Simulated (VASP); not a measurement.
# AlZn2Ga3O8 (P1) in VASP: single point with HSE06

Aim: the single point of AlZn2Ga3O8 with HSE06.

All numbers are computed with VASP 6.6.1; they aren't measurements. Logs are shortened: lines on timing, memory, paths and dates and some standing lists are left out, and cuts for length are marked.

## (1) The cell of the first run

The typed cell holds 56 atoms: a = 8.278 Å, b = 8.278 Å, c = 8.278 Å, α = 90.00°, β = 90.00°, γ = 90.00°.

## (2) Single point, HSE06

File POSCAR:

```
AlZn2Ga3O8
1.0
    8.2784420000      0.0000000000      0.0000000000
    0.0000000000      8.2784420000      0.0000000000
    0.0000000000      0.0000000000      8.2784420000
Zn Al O Ga
8 4 32 12
Direct
    0.8751120000      0.3729830000      0.3730050000
    0.3752160000      0.8770540000      0.3730540000
    0.3752750000      0.3732470000      0.8771450000
    0.1255670000      0.1213860000      0.1253280000
    0.8754020000      0.8770610000      0.8770490000
    0.6256070000      0.6292510000      0.1252650000
    0.6256750000      0.1213990000      0.6252000000
    0.1256800000      0.6294460000      0.6253830000
    0.5005820000      0.9975700000      0.0029460000
    0.7502970000      0.0000850000      0.2500930000
    0.2522960000      0.7521120000      0.0013520000
    0.9986050000      0.0011820000      0.4982510000
    0.5174210000      0.0074060000      0.2352980000
    0.7401690000      0.2312900000      0.2394230000
    0.5094440000      0.2297260000      0.0102060000
    0.7344520000      0.0065600000      0.0171840000
    0.0115680000      0.5135600000      0.2384820000
    0.2410080000      0.7418200000      0.2323720000
    0.0197610000      0.7431090000      0.0095580000
    0.2424720000      0.5191130000      0.0093660000
    0.0086730000      0.0091550000      0.7315910000
    0.2384250000      0.2373700000      0.7389020000
    0.0093370000      0.2323310000      0.5086410000
    0.2319810000      0.0085250000      0.5093280000
    0.2616270000      0.2613410000      0.2598170000
    0.4909750000      0.4880070000      0.2606170000
    0.4883480000      0.2592590000      0.4890600000
    0.2605860000      0.4897840000      0.4885020000
    0.5114090000      0.5111060000      0.7399470000
    0.7392600000      0.7399520000      0.7396410000
    0.5108370000      0.7409400000      0.5126630000
    0.7402480000      0.5125860000      0.5099520000
    0.7615210000      0.7691060000      0.2597630000
    0.9833380000      0.9932610000      0.2653360000
    0.9911790000      0.7697550000      0.4893630000
    0.7655040000      0.9926060000      0.4832320000
    0.7606850000      0.2603080000      0.7617600000
    0.9895890000      0.4888750000      0.7598860000
    0.9900380000      0.2602620000      0.9883310000
    0.7617510000      0.4889270000      0.9902000000
    0.2606960000      0.7607470000      0.7694690000
    0.4905840000      0.9900830000      0.7696450000
    0.4844800000      0.7663080000      0.9931340000
    0.2668130000      0.9840580000      0.9932270000
    0.7499460000      0.2473560000      0.0005640000
    0.0021970000      0.5017980000      0.9989390000
    0.5004190000      0.5001530000      0.5002380000
    0.2487540000      0.2487640000      0.4989200000
    0.2516030000      0.5018350000      0.2487310000
    0.5008020000      0.2473050000      0.2497150000
    0.7508670000      0.7529310000      0.4996930000
    0.2494070000      0.9988340000      0.7514150000
    0.7504670000      0.5002660000      0.7502150000
    0.0014770000      0.7540790000      0.2490150000
    0.9991820000      0.2486110000      0.7484930000
    0.5002090000      0.7507190000      0.7531220000
```

File INCAR.step1:

```
SYSTEM = AlZn2Ga3O8
PREC = Accurate
ENCUT = 520
EDIFF = 1E-5
ISMEAR = -1
SIGMA = 0.05
LREAL = Auto
LASPH = .TRUE.
NELM = 120
ALGO = Normal
ISIF = 2
LWAVE = .TRUE.
LCHARG = .FALSE.
NBANDS = 262
GGA = PE
ISYM = -1
GGA_COMPAT = .FALSE.
KPAR = 1
```

File INCAR.step2:

```
SYSTEM = AlZn2Ga3O8
PREC = Accurate
ENCUT = 520
EDIFF = 1E-6
ISMEAR = -1
SIGMA = 0.05
LREAL = Auto
LASPH = .TRUE.
NELM = 120
ALGO = Normal
ISIF = 2
LWAVE = .FALSE.
LCHARG = .FALSE.
GGA = PE
LHFCALC = .TRUE.
HFSCREEN = 0.2079
PRECFOCK = Fast
NBANDS = 262
ISTART = 1
ISYM = -1
GGA_COMPAT = .FALSE.
KPAR = 1
```

File KPOINTS:

```
explicit points
1
Reciprocal
  0.25000000   0.25000000   0.25000000 1
```

Potentials or basis: VASP PAW PBE potentials, release 64 (Zn, Al, O, Ga_d).

Run with:

```sh
> cat potpaw_PBE.64/Zn/POTCAR potpaw_PBE.64/Al/POTCAR potpaw_PBE.64/O/POTCAR potpaw_PBE.64/Ga_d/POTCAR > POTCAR
> cp INCAR.step1 INCAR
> mpirun -np 4 vasp_std > vasp.out
> cp INCAR.step2 INCAR
> mpirun -np 4 vasp_std > vasp.out
```

OUTCAR:

```text
SYSTEM = AlZn2Ga3O8
   PREC = Accurate
   ENCUT = 520
   EDIFF = 1E-6
   ISMEAR = -1
   LREAL = Auto
   LASPH = .TRUE.
   NELM = 120
   ISIF = 2
   GGA = PE
   LHFCALC = .TRUE.
   HFSCREEN = 0.2079
   PRECFOCK = Fast
   ISTART = 1
   ISYM = -1

 ion  position               nearest neighbor table
   1  0.875  0.373  0.373-  14 1.96  23 1.96  32 1.97  17 1.97
   2  0.375  0.877  0.373-  18 1.96  13 1.96  24 1.97  31 1.97
   3  0.375  0.373  0.877-  22 1.96  15 1.96  29 1.97  20 1.97
   4  0.126  0.121  0.125-  25 1.96  34 1.96  44 1.96  39 1.97
   5  0.875  0.877  0.877-  30 1.96  16 1.96  19 1.96  21 1.97
   6  0.626  0.629  0.125-  33 1.96  43 1.96  26 1.97  40 1.97
   7  0.626  0.121  0.625-  37 1.96  36 1.96  42 1.97  27 1.97
   8  0.126  0.629  0.625-  41 1.96  35 1.96  38 1.97  28 1.97
   9  0.501  0.998  0.003-  43 1.92  15 1.92  13 1.93  42 1.93  44 1.94  16 1.94  11 2.89  50 2.91
                            56 2.91  10 2.91  45 2.92  52 2.94
  10  0.750  0.000  0.250-  33 1.92  14 1.92  13 1.93  16 1.93  34 1.93  36 1.94  12 2.91  50 2.91
                            51 2.91  45 2.91   9 2.91  54 2.91
  11  0.252  0.752  0.001-  18 1.92  41 1.92  44 1.93  43 1.93  19 1.93  20 1.93   9 2.89  56 2.90
                            52 2.91  49 2.91  54 2.92  46 2.93
  12  0.999  0.001  0.498-  23 1.92  35 1.92  34 1.93  21 1.93  36 1.94  24 1.94  51 2.90  54 2.91
                            10 2.91  55 2.91  48 2.91  52 2.95
  13  0.517  0.007  0.235-   9 1.93  10 1.93   2 1.96  50 1.99
[... 29 lines left out ...]
  43  0.484  0.766  0.993-   9 1.92  11 1.93   6 1.96  56 2.00
  44  0.267  0.984  0.993-  11 1.93   9 1.94   4 1.96  52 2.01
  45  0.750  0.247  0.001-  37 1.98  14 1.98  39 1.99  15 2.00  16 2.00  40 2.00  10 2.91  50 2.92
                             9 2.92
  46  0.002  0.502  0.999-  38 1.98  17 1.99  40 1.99  20 2.00  39 2.00  19 2.00  11 2.93
  47  0.500  0.500  0.500-  26 1.99  29 1.99  28 1.99  32 1.99  31 2.00  27 2.00
  48  0.249  0.249  0.499-  25 1.98  27 1.99  23 1.99  22 1.99  24 2.00  28 2.00  12 2.91
  49  0.252  0.502  0.249-  26 1.99  20 1.99  28 1.99  17 1.99  18 1.99  25 1.99  11 2.91
  50  0.501  0.247  0.250-  25 1.99  27 1.99  14 1.99  15 1.99  13 1.99  26 2.00   9 2.91  10 2.91
                            45 2.92
  51  0.751  0.753  0.500-  30 1.99  31 1.99  36 1.99  33 1.99  32 1.99  35 2.00  12 2.90  10 2.91

  52  0.249  0.999  0.751-  41 1.98  22 1.98  21 2.00  42 2.00  44 2.01  24 2.01  11 2.91  56 2.92
                             9 2.94  12 2.95
  53  0.750  0.500  0.750-  29 1.98  38 1.98  30 1.99  37 1.99  40 1.99  32 1.99
  54  0.001  0.754  0.249-  19 1.99  18 1.99  34 1.99  33 1.99  17 1.99  35 2.00  12 2.91  10 2.91
                            11 2.92
  55  0.999  0.249  0.748-  37 1.98  22 1.98  21 1.99  39 1.99  23 1.99  38 1.99  12 2.91
  56  0.500  0.751  0.753-  30 1.98  42 1.99  29 1.99  41 1.99  31 1.99  43 2.00  11 2.90   9 2.91
                            52 2.92

IMPORTANT INFORMATION: All symmetrisations will be switched off!
[... 184 lines left out ...]
  Fermi-wavevector in a.u.,A,eV,Ry     =   1.522116  2.876383 31.522495  2.316838
  Thomas-Fermi vector in A             =   2.630739
   LORBIT       =      0    0 simple, 1 ext, 2 COOP (PROOUT), +10 PAW based schemes
   GGA     = PE    functional components
   LHFCALC =     T    Hartree Fock is set to
   PRECFOCK=fast      Normal, Fast or Accurate (Low or Medium for compatibility)
   ENCUT4O =  -1.0   cutoff for four orbital integrals eV
   NKREDX  =     1    reduce k-point grid by
   NKREDY  =     1    reduce k-point grid by
   NKREDZ  =     1    reduce k-point grid by
   AEXX    =    0.2500 exact exchange contribution
   HFSCREEN=    0.2079 screening length (either q_TF or 0.3 A-1)
   HFSCREENC=   0.2079 screening length for correlation (either q_TF or 0.3 A-1)
   ENCUTFOCK=  -1.0 apply spherical cutoff to Coloumb kernel
   IVDW    =     0    specifies the selected vdW correction
   LEPSILON=     F    determine dielectric tensor
   LRPA    =     F    only Hartree local field effects (RPA)
 non-spin polarized calculation
  energy-cutoff  :      520.00
  volume of cell :      567.34
 maximum number of plane-waves:     15297
 NGX is ok and might be reduce to    64
  NGX = 32; NGY = 32; NGZ = 32

 number of electron     455.9999854 magnetization

 Free energy of the ion-electron system (eV)
  ---------------------------------------------------
  ext. energy  EPLUGINS =         0.00000000
  ---------------------------------------------------
  free energy    TOTEN  =      -410.12267928 eV

  energy without entropy =     -410.12267928  energy(sigma->0) =     -410.12267928

 E-fermi :   3.4584     XC(G=0):  -9.5125

 val. band max:        2.1277465899   @ k =   0.2500   0.2500   0.2500
 cond. band min:       7.9613058691   @ k =   0.2500   0.2500   0.2500
 fundamental gap:      5.8335592792
 Fermi energy:         3.4583999209

 k-point     1 :       0.2500    0.2500    0.2500
  band No.  band energies     occupation
      1     -18.0194      2.00000
      2     -17.6642      2.00000
      3     -17.6532      2.00000
      4     -17.6411      2.00000
      5     -17.1617      2.00000
      6     -17.1432      2.00000
[... 232 lines left out ...]
    239      11.0786      0.00000
    240      11.1637      0.00000
 [bands above 240 left out]

------------------------ aborting loop because EDIFF is reached ----------------------------------------

  FORCE on cell =-STRESS in cart. coord.  units (eV):
  Direction    XX          YY          ZZ          XY          YZ          ZX
  --------------------------------------------------------------------------------------
  -------------------------------------------------------------------------------------
  Total       -0.2421767     -0.0319991     -0.0937505     -2.0082564     -0.5496136     -2.1980062
  in kB       -0.6839070     -0.0903654     -0.2647515     -5.6713169     -1.5521091     -6.2071704
  external PRESSURE =      -0.3463413 kB  Pullay stress =       0.0000000 kB

 VOLUME and BASIS-vectors are now :
 -----------------------------------------------------------------------------
  energy-cutoff  :      520.00
  volume of cell :      567.34
      direct lattice vectors                 reciprocal lattice vectors
     8.278442000  0.000000000  0.000000000     0.120795676  0.000000000  0.000000000
     0.000000000  8.278442000  0.000000000     0.000000000  0.120795676  0.000000000
     0.000000000  0.000000000  8.278442000     0.000000000  0.000000000  0.120795676

 POSITION                                       TOTAL-FORCE (eV/Angst)
 -----------------------------------------------------------------------------------
      7.24456      3.08772      3.08790         0.009986     -0.015479      0.000920
      3.10620      7.26064      3.08831        -0.002774      0.000056     -0.018625
      3.10669      3.08990      7.26139        -0.005162      0.004317      0.000618
      1.03950      1.00489      1.03752        -0.005656     -0.013743      0.006700
      7.24696      7.26070      7.26060         0.011756      0.001925     -0.003409
      5.17905      5.20922      1.03700        -0.017071      0.015421     -0.002708
[... 48 lines left out ...]
      8.27167      2.05811      6.19636         0.002870     -0.022620     -0.024699
      4.14095      6.21478      6.23468        -0.026062      0.018386      0.046552
 -----------------------------------------------------------------------------------
    total drift:                                0.023031      0.006732      0.007849

  FREE ENERGIE OF THE ION-ELECTRON SYSTEM (eV)
  ---------------------------------------------------
  free  energy   TOTEN  =      -410.1226792829 eV

  energy  without entropy=     -410.1226792829  energy(sigma->0) =     -410.12267928
```

Run time: 12 min. Hardware: 4 MPI ranks of Intel Xeon Platinum 8488C (Sapphire Rapids), shared host; peak memory 0.57 GiB.

What came out:

| Quantity | Value |
| --- | --- |
| Free energy | -410.1227 eV |
| Pressure | 0.0 GPa |
| Largest force | 0.277 eV/Å |
| Band gap on the k mesh | 5.83 eV |

Forces on the atoms (eV/Å):
```
Zn   0.010 -0.015  0.001
Zn  -0.003  0.000 -0.019
Zn  -0.005  0.004  0.001
Zn  -0.006 -0.014  0.007
Zn   0.012  0.002 -0.003
Zn  -0.017  0.015 -0.003
Zn   0.006 -0.003 -0.003
Zn   0.000  0.008  0.013
Al  -0.013 -0.022  0.010
Al   0.013 -0.001  0.002
Al   0.010  0.018  0.002
Al  -0.011  0.003 -0.012
O    0.161  0.153 -0.155
O   -0.152 -0.158 -0.152
O    0.153 -0.163  0.159
O   -0.159  0.145  0.150
O    0.136  0.140 -0.147
O   -0.141 -0.150 -0.157
O    0.150 -0.139  0.146
O   -0.143  0.155  0.151
O    0.137  0.159 -0.154
O   -0.150 -0.146 -0.146
O    0.156 -0.168  0.155
O   -0.148  0.150  0.140
O    0.153  0.152  0.146
O   -0.134 -0.153  0.150
O   -0.150  0.142 -0.146
O    0.153 -0.145 -0.154
O    0.160  0.149 -0.153
O   -0.148 -0.155 -0.144
O    0.144 -0.142  0.148
O   -0.151  0.149  0.140
O    0.147  0.158  0.144
O   -0.161 -0.146  0.158
O   -0.152  0.166 -0.154
O    0.148 -0.151 -0.158
O    0.151  0.154  0.150
O   -0.161 -0.151  0.152
O   -0.143  0.139 -0.150
O    0.139 -0.143 -0.143
O    0.152  0.148  0.159
O   -0.136 -0.157  0.151
O   -0.157  0.163 -0.144
O    0.153 -0.155 -0.139
Ga  -0.013 -0.042  0.017
Ga   0.027  0.023 -0.006
Ga  -0.007 -0.001  0.004
Ga  -0.030 -0.024 -0.002
Ga  -0.002  0.025 -0.026
Ga   0.011 -0.040 -0.017
Ga   0.025  0.046 -0.018
Ga  -0.009 -0.025  0.027
Ga   0.004 -0.003 -0.001
Ga   0.012  0.050  0.001
Ga   0.003 -0.023 -0.025
Ga  -0.026  0.018  0.047
```

Stress tensor (GPa, compression positive):
```
-0.07 -0.57 -0.62
-0.57 -0.01 -0.16
-0.62 -0.16 -0.03
```

Caveat: the PAW data sets were made with another functional, which shifts forces and pressure a little; a shifted mesh leaves out Γ, where band edges can lie. A k mesh can miss the band edges.
